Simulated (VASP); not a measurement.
Write the native input for VASP 6.6.1 that does the following.

| Property | Result |
| --- | --- |
| Task | single point |
| Functional | revPBE |
| Potentials or basis | VASP PAW PBE potentials, release 64 (Os) |
| Cutoff | 600 eV |
| k mesh | 7 × 7 × 4 |
| Occupations | fermi-dirac, width 0.1 eV |
| Spin | no spin polarisation |
| Dipole correction | no |
| Further INCAR settings | ALGO = Normal; EDIFF = 1e-06; NBANDS = 15 |

The structure of Os lies in POSCAR:

```
Os
1.0
    2.7626930919      0.0000000000      0.0000000000
   -1.3813465459      2.3925624004      0.0000000000
    0.0000000000      0.0000000000      4.3528455340
Os
2
Direct
    0.3333333333      0.6666666667      0.2500000000
    0.6666666667      0.3333333333      0.7500000000
```

One way to write it, as run:

INCAR

```
ALGO     = Normal         # electronic algorithm
EDIFF    = 1E-6           # SCF threshold, eV
ENCUT    = 600            # plane-wave cutoff, eV
GGA      = RE             # functional
GGA_COMPAT= False        
ISIF     = 2              # what is computed and relaxed
ISMEAR   = -1             # smearing method
LASPH    = True           # aspherical terms in the spheres
LCHARG   = False          # write CHGCAR
LREAL    = False          # projectors in reciprocal space
LWAVE    = False          # write WAVECAR
NBANDS   = 15             # bands
NELM     = 120            # most SCF steps
PREC     = Accurate       # precision mode
SIGMA    = 0.1            # smearing width, eV
```

KPOINTS

```
k-points
0
Gamma
  7 7 4
```

Potentials or basis: VASP PAW PBE potentials, release 64 (Os).

Command:

```sh
$ cat potpaw_PBE.64/Os/POTCAR > POTCAR
$ mpirun -np 1 vasp_std > vasp.out
```

Results of the run:

```
Pressure               : 0.5 GPa
Band gap on the k mesh : zero (bands 8 and 9 overlap by 3.25 eV)
```

Caveat: the k points lie up to 0.38 Å⁻¹ apart, too coarse for converged energies and pressures of a metal; the PAW data sets were made with another functional, which shifts forces and pressure a little; spin-orbit coupling is left out, which moves the levels of the heavy elements.

Wall time 9.6 s on 1 thread of AMD EPYC 9R45 (Zen 5), on a shared host, peak memory 0.12 GiB.
